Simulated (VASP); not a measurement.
Here is a VASP 6.6.1 calculation.

File POSCAR:

```
Pt
1.0
    2.7606656200      0.0000000000      0.0000000000
   -1.3803328100      2.3908065500      0.0000000000
    0.0000000000      0.0000000000      4.7921340000
Pt
2
Direct
    0.6666666689      0.3333333305      0.7500000000
    0.3333333311      0.6666666695      0.2500000000
```

The input INCAR.step1:

```
SYSTEM = Pt
ALGO = Normal
EDIFF = 1E-5
ENCUT = 550
GGA = PE
GGA_COMPAT = .FALSE.
ISMEAR = -1
LASPH = .TRUE.
LCHARG = .FALSE.
LREAL = .FALSE.
LWAVE = .TRUE.
NBANDS = 25
NELM = 120
PREC = Accurate
SIGMA = 0.1
```

File INCAR.step2:

```
SYSTEM = Pt
ALGO = Normal
EDIFF = 1E-6
ENCUT = 550
GGA_COMPAT = .FALSE.
ISIF = 2
ISMEAR = -1
ISTART = 1
LASPH = .TRUE.
LCHARG = .FALSE.
LMIXTAU = .TRUE.
LREAL = .FALSE.
LWAVE = .FALSE.
METAGGA = R2SCAN
NBANDS = 25
NELM = 120
PREC = Accurate
SIGMA = 0.1
```

Contents of KPOINTS:

```
k-points
0
G
  7 7 4
  0 0 0
```

Potentials or basis: VASP PAW PBE potentials, release 64 (Pt_sv_GW).

Launch:

```sh
$ cat potpaw_PBE.64/Pt_sv_GW/POTCAR > POTCAR
$ cp INCAR.step1 INCAR
$ mpirun -np 1 vasp_std > vasp.out
$ cp INCAR.step2 INCAR
$ mpirun -np 1 vasp_std > vasp.out
```

(1) What does it give for the pressure?

(2) Predict the band gap on the k mesh.

Answers

(1) -7.8 GPa.

(2) zero (band 18 reaches 9.87 eV, above the bottom of band 19 at 8.75 eV).

Caveat: the k points lie up to 0.38 Å⁻¹ apart; the PAW data sets were made with another functional, which shifts forces and pressure a little; spin-orbit coupling is left out, which moves the levels of the heavy elements.
